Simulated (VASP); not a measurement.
# Si4S (Fd-3m) in VASP: single point with PBE

Aim: the single point of Si4S with PBE.

All numbers are computed with VASP 6.6.1; they aren't measurements. Logs are shortened: lines on timing, memory, paths and dates and some standing lists are left out, and cuts for length are marked.

## 1. The cell of the first run

The structure is cubic, space group Fd-3m (No. 227). Conventional cell: a = 8.829 Å, b = 8.829 Å, c = 8.829 Å, α = 90.00°, β = 90.00°, γ = 90.00°. Si (site symmetry 3m) has 1 S at 2.30 Å and 3 Si at 2.49 Å within 3.0 Å. Within 3.0 Å of S (site symmetry -43m) lie 4 Si at 2.30 Å.

## 2. Single point, PBE

File INCAR:

```
  PREC = Accurate
  ENCUT = 500
  EDIFF = 1E-6
  ISMEAR = 0
  SIGMA = 0.2
  LREAL = F
  LASPH = T
  NELM = 120
  ALGO = Normal
  ISIF = 2
  LWAVE = F
  LCHARG = T
  GGA = PE
  LELF = T
  LVHAR = T
  NBANDS = 33
  GGA_COMPAT = F
```

File KPOINTS:

```
regular mesh
0
Gamma
  3 3 3
```

File POSCAR:

```
Si4S
1.0
    0.0000000000      4.4147140797      4.4147140797
    4.4147140797      0.0000000000      4.4147140797
    4.4147140797      4.4147140797      0.0000000000
Si S
8 2
Direct
    0.4002731378      0.4002731378      0.4002731378
    0.4002731378      0.4002731378      0.7991805865
    0.4002731378      0.7991805865      0.4002731378
    0.8497268622      0.8497268622      0.4508194135
    0.8497268622      0.8497268622      0.8497268622
    0.7991805865      0.4002731378      0.4002731378
    0.8497268622      0.4508194135      0.8497268622
    0.4508194135      0.8497268622      0.8497268622
    0.0000000000      0.0000000000      0.0000000000
    0.2500000000      0.2500000000      0.2500000000
```

Potentials or basis: VASP PAW PBE potentials, release 64 (Si, S).

Started as:

```sh
cat potpaw_PBE.64/Si/POTCAR potpaw_PBE.64/S/POTCAR > POTCAR
mpirun -np 1 vasp_std > vasp.out
```

OUTCAR:

```text
PREC = Accurate
   ENCUT = 500
   EDIFF = 1E-6
   ISMEAR = 0
   LREAL = F
   LASPH = T
   NELM = 120
   ISIF = 2
   GGA = PE

 ion  position               nearest neighbor table
   1  0.400  0.400  0.400-  10 2.30   3 2.49   6 2.49   2 2.49
   2  0.400  0.400  0.799-  10 2.30   3 2.49   6 2.49   1 2.49
   3  0.400  0.799  0.400-  10 2.30   2 2.49   6 2.49   1 2.49
   4  0.850  0.850  0.451-   9 2.30   7 2.49   8 2.49   5 2.49
   5  0.850  0.850  0.850-   9 2.30   7 2.49   8 2.49   4 2.49
   6  0.799  0.400  0.400-  10 2.30   2 2.49   3 2.49   1 2.49
   7  0.850  0.451  0.850-   9 2.30   5 2.49   8 2.49   4 2.49
   8  0.451  0.850  0.850-   9 2.30   5 2.49   7 2.49   4 2.49
   9  0.000  0.000  0.000-   5 2.30   4 2.30   7 2.30   8 2.30
  10  0.250  0.250  0.250-   1 2.30   2 2.30   3 2.30   6 2.30

  LATTYP: Found a face centered cubic cell.
 ALAT       =     8.8294281594

  Lattice vectors:

 A1 = (   0.0000000000,   4.4147140797,   4.4147140797)
 A2 = (   4.4147140797,   0.0000000000,   4.4147140797)
 A3 = (   4.4147140797,   4.4147140797,   0.0000000000)

Analysis of symmetry for initial positions (statically):
=====================================================================
 Subroutine PRICEL returns:
 Original cell was already a primitive cell.

 Routine SETGRP: Setting up the symmetry group for a
 face centered cubic supercell.

 Subroutine GETGRP returns: Found 48 space group operations
 (whereof 24 operations were pure point group operations)
 out of a pool of 48 trial point group operations.

The static configuration has the point symmetry T_d .
 The point group associated with its full space group is O_h .

Analysis of symmetry for dynamics (positions and initial velocities):
=====================================================================
 Subroutine PRICEL returns:
 Original cell was already a primitive cell.

 Routine SETGRP: Setting up the symmetry group for a
 face centered cubic supercell.

 Subroutine GETGRP returns: Found 48 space group operations
 (whereof 24 operations were pure point group operations)
 out of a pool of 48 trial point group operations.

The dynamic configuration has the point symmetry T_d .
 The point group associated with its full space group is O_h .

 Subroutine INISYM returns: Found 48 space group operations
 (whereof 24 operations are pure point group operations),
 and found     1 'primitive' translations

----------------------------------------------------------------------------------------

                                     Primitive cell

  volume of cell :     172.0829

  direct lattice vectors                    reciprocal lattice vectors
     0.000000000  4.414714080  4.414714080    -0.113257618  0.113257618  0.113257618
     4.414714080  0.000000000  4.414714080     0.113257618 -0.113257618  0.113257618
     4.414714080  4.414714080  0.000000000     0.113257618  0.113257618 -0.113257618

  length of vectors
     6.243348526  6.243348526  6.243348526     0.196167948  0.196167948  0.196167948

  position of ions in fractional coordinates (direct lattice)
     0.400273138  0.400273138  0.400273138
     0.400273138  0.400273138  0.799180587
     0.400273138  0.799180587  0.400273138
     0.849726862  0.849726862  0.450819413
     0.849726862  0.849726862  0.849726862
     0.799180587  0.400273138  0.400273138
     0.849726862  0.450819413  0.849726862
     0.450819413  0.849726862  0.849726862
     0.000000000  0.000000000  0.000000000
     0.250000000  0.250000000  0.250000000

  ion indices of the primitive-cell ions
   primitive index   ion index
                 1           1
                 2           2
                 3           3
                 4           4
                 5           5
                 6           6
                 7           7
                 8           8
                 9           9
                10          10

----------------------------------------------------------------------------------------

 KPOINTS: regular mesh

Automatic generation of k-mesh.
 Grid dimensions read from file:
 generate k-points for:    3    3    3

 Generating k-lattice:

  Cartesian coordinates                     Fractional coordinates (reciprocal lattice)
    -0.037752539  0.037752539  0.037752539     0.333333333  0.000000000  0.000000000
     0.037752539 -0.037752539  0.037752539     0.000000000  0.333333333  0.000000000
     0.037752539  0.037752539 -0.037752539     0.000000000  0.000000000  0.333333333

  Length of vectors
     0.065389316  0.065389316  0.065389316

  Shift w.r.t. Gamma in fractional coordinates (k-lattice)
     0.000000000  0.000000000  0.000000000

 Subroutine IBZKPT returns following result:
 ===========================================

 Found      4 irreducible k-points:

 Following reciprocal coordinates:
            Coordinates               Weight
  0.000000  0.000000  0.000000      1.000000
  0.333333  0.000000  0.000000      8.000000
  0.333333  0.333333  0.000000      6.000000
 -0.333333  0.333333  0.000000     12.000000
   k-points           NKPTS =      4   k-points in BZ     NKDIM =      4   number of bands    NBANDS=     33
   number of dos      NEDOS =    301   number of ions     NIONS =     10
   total plane-waves  NPLWV = 110592
   dimension x,y,z NGX =    48 NGY =   48 NGZ =   48
   dimension x,y,z NGXF=    96 NGYF=   96 NGZF=   96
   ions per type =               8   2
   NGX,Y,Z   is equivalent  to a cutoff of  12.78, 12.78, 12.78 a.u.
   NGXF,Y,Z  is equivalent  to a cutoff of  25.56, 25.56, 25.56 a.u.
 SYSTEM =  unknown system
   PREC   = accura    normal or accurate (medium, high low for compatibility)
   ISTART =      0    job   : 0-new  1-cont  2-samecut
   ICHARG =      2    charge: 1-file 2-atom 10-const
   ISPIN  =      1    spin polarized calculation?
   LNONCOLLINEAR =      F non collinear calculations
   LSORBIT =      F    spin-orbit coupling
   LASPH  =      T    aspherical Exc in radial PAW
   ENCUT  =  500.0 eV  36.75 Ry    6.06 a.u.  11.38 11.38 11.38*2*pi/ulx,y,z
   NELM   =    120;   NELMIN=  2; NELMDL= -5     # of ELM steps
   EDIFF  = 0.1E-05   stopping-criterion for ELM
   LREAL  =      F    real-space projection
   EDIFFG = 0.1E-04   stopping-criterion for IOM
   NSW    =      0    number of steps for IOM
   IBRION =     -1    ionic relax: 0-MD 1-quasi-New 2-CG
   NFREE  =      0    steps in history (QN), initial steepest desc. (CG)
   ISIF   =      2    stress and relaxation
   ISYM   =      2    0-nonsym 1-usesym 2-fastsym
   POTIM  = 0.5000    time-step for ionic-motion
   TEBEG  =    0.0;   TEEND  =   0.0 temperature during run
   PSTRESS=    0.0 pullay stress
   NELECT =      44.0000    total number of electrons
   NUPDOWN=      -1.0000    fix difference up-down
   EMIN   =  10.00;   EMAX   =-10.00  energy-range for DOS
   EFERMI =   0.00;   METHOD = LEGACY
   ISMEAR =     0;   SIGMA  =   0.20  broadening in eV -4-tet -1-fermi 0-gaus
   EFERMI_NEDOS =   21; number of points for ismear=-14 and -15
   IALGO  =     38    algorithm
   IMIX   =      4    mixing-type and parameters
     AMIX     =   0.40;   BMIX     =  1.00
     AMIX_MAG =   1.60;   BMIX_MAG =  1.00
  volume/ion in A,a.u.               =      17.21       116.13
  Fermi-wavevector in a.u.,A,eV,Ry     =   1.039074  1.963565 14.689867  1.079675
  Thomas-Fermi vector in A             =   2.173588
   LORBIT       =      0    0 simple, 1 ext, 2 COOP (PROOUT), +10 PAW based schemes
   GGA     = PE    functional components
   LHFCALC =     F    Hartree Fock is set to
   AEXX    =    0.0000 exact exchange contribution
   IVDW    =     0    specifies the selected vdW correction
   LEPSILON=     F    determine dielectric tensor
   LRPA    =     F    only Hartree local field effects (RPA)
 non-spin polarized calculation
 Gauss-broadening in eV      SIGMA  =   0.20
  energy-cutoff  :      500.00
  volume of cell :      172.08
 maximum number of plane-waves:      4395
 NGX is ok and might be reduce to    48
   NGX = 23   NGY = 23   NGZ = 23

 number of electron      43.9999996 magnetization

 Free energy of the ion-electron system (eV)
  ---------------------------------------------------
  ext. energy  EPLUGINS =         0.00000000
  ---------------------------------------------------
  free energy    TOTEN  =       -45.19770546 eV

  energy without entropy =      -45.03300419  energy(sigma->0) =      -45.11535483

 E-fermi :   7.7138     XC(G=0): -10.3802

 val. band max:        7.6751310162   @ k =   0.3333   0.0000   0.0000
 cond. band min:       7.7276463143   @ k =   0.3333   0.3333   0.0000
 fundamental gap:      0.0525152981
 Fermi energy:         7.7138273073

 k-point     1 :       0.0000    0.0000    0.0000
  band No.  band energies     occupation
      1      -8.0051      2.00000
      2      -7.0648      2.00000
      3      -3.7899      2.00000
      4      -1.8116      2.00000
      5      -0.5872      2.00000
      6      -0.5872      2.00000
[... 25 lines left out ...]
     32      11.0232      0.00000
     33      11.0232      0.00000

 k-point     2 :       0.3333    0.0000    0.0000
  band No.  band energies     occupation
      1      -7.7857      2.00000
      2      -7.1970      2.00000
      3      -4.1114      2.00000
      4      -2.5366      2.00000
      5      -0.6240      2.00000
      6      -0.6240      2.00000
[... 25 lines left out ...]
     32      11.6256      0.00000
     33      11.6256      0.00000

 k-point     3 :       0.3333    0.3333    0.0000
  band No.  band energies     occupation
      1      -7.7045      2.00000
      2      -7.2471      2.00000
      3      -3.9744      2.00000
      4      -3.0059      2.00000
      5      -1.3588      2.00000
      6      -1.3588      2.00000
[... 25 lines left out ...]
     32      11.5720      0.00000
     33      12.1175      0.00000

 k-point     4 :      -0.3333    0.3333    0.0000
  band No.  band energies     occupation
      1      -7.5602      2.00000
      2      -7.3526      2.00000
      3      -4.0585      2.00000
      4      -3.3510      2.00000
      5      -1.1840      2.00000
      6      -0.4737      2.00000
[... 25 lines left out ...]
     32      11.2625      0.00000
     33      11.2908      0.00000

------------------------ aborting loop because EDIFF is reached ----------------------------------------

  FORCE on cell =-STRESS in cart. coord.  units (eV):
  Direction    XX          YY          ZZ          XY          YZ          ZX
  --------------------------------------------------------------------------------------
  -------------------------------------------------------------------------------------
  Total        0.3762195      0.3762195      0.3762195     -0.0000000      0.0000000      0.0000000
  in kB        3.5027903      3.5027903      3.5027903     -0.0000000      0.0000000      0.0000000
  external PRESSURE =       3.5027903 kB  Pullay stress =       0.0000000 kB

 VOLUME and BASIS-vectors are now :
 -----------------------------------------------------------------------------
  energy-cutoff  :      500.00
  volume of cell :      172.08
      direct lattice vectors                 reciprocal lattice vectors
     0.000000000  4.414714080  4.414714080    -0.113257618  0.113257618  0.113257618
     4.414714080  0.000000000  4.414714080     0.113257618 -0.113257618  0.113257618
     4.414714080  4.414714080  0.000000000     0.113257618  0.113257618 -0.113257618

 POSITION                                       TOTAL-FORCE (eV/Angst)
 -----------------------------------------------------------------------------------
      3.53418      3.53418      3.53418         0.024109      0.024109      0.024109
      5.29525      5.29525      3.53418        -0.024109     -0.024109      0.024109
      5.29525      3.53418      5.29525        -0.024109      0.024109     -0.024109
      5.74154      5.74154      7.50260         0.024109      0.024109     -0.024109
      7.50260      7.50260      7.50260        -0.024109     -0.024109     -0.024109
      3.53418      5.29525      5.29525         0.024109     -0.024109     -0.024109
      5.74154      7.50260      5.74154         0.024109     -0.024109      0.024109
      7.50260      5.74154      5.74154        -0.024109      0.024109      0.024109
      0.00000      0.00000      0.00000         0.000000      0.000000      0.000000
      2.20736      2.20736      2.20736         0.000000      0.000000      0.000000
 -----------------------------------------------------------------------------------
    total drift:                                0.000000     -0.000000     -0.000000

  FREE ENERGIE OF THE ION-ELECTRON SYSTEM (eV)
  ---------------------------------------------------
  free  energy   TOTEN  =       -45.1977054629 eV

  energy  without entropy=      -45.0330041907  energy(sigma->0) =      -45.11535483
```

Run time: 37 s. Hardware: 1 thread of Intel Xeon Platinum 8488C (Sapphire Rapids), shared host; peak memory 0.3 GiB.

Results:

| Quantity | Value |
| --- | --- |
| Free energy | -45.1977 eV |
| Pressure | 0.4 GPa |
| Largest force | 0.042 eV/Å |
| Band gap on the k mesh | zero (band 22 reaches 9.76 eV, above the bottom of band 23 at 7.26 eV) |

Forces on the atoms (eV/Å):
```
Si   0.024  0.024  0.024
Si  -0.024 -0.024  0.024
Si  -0.024  0.024 -0.024
Si   0.024  0.024 -0.024
Si  -0.024 -0.024 -0.024
Si   0.024 -0.024 -0.024
Si   0.024 -0.024  0.024
Si  -0.024  0.024  0.024
S    0.000  0.000  0.000
S    0.000  0.000  0.000
```

Caveat: the k points lie up to 0.41 Å⁻¹ apart.
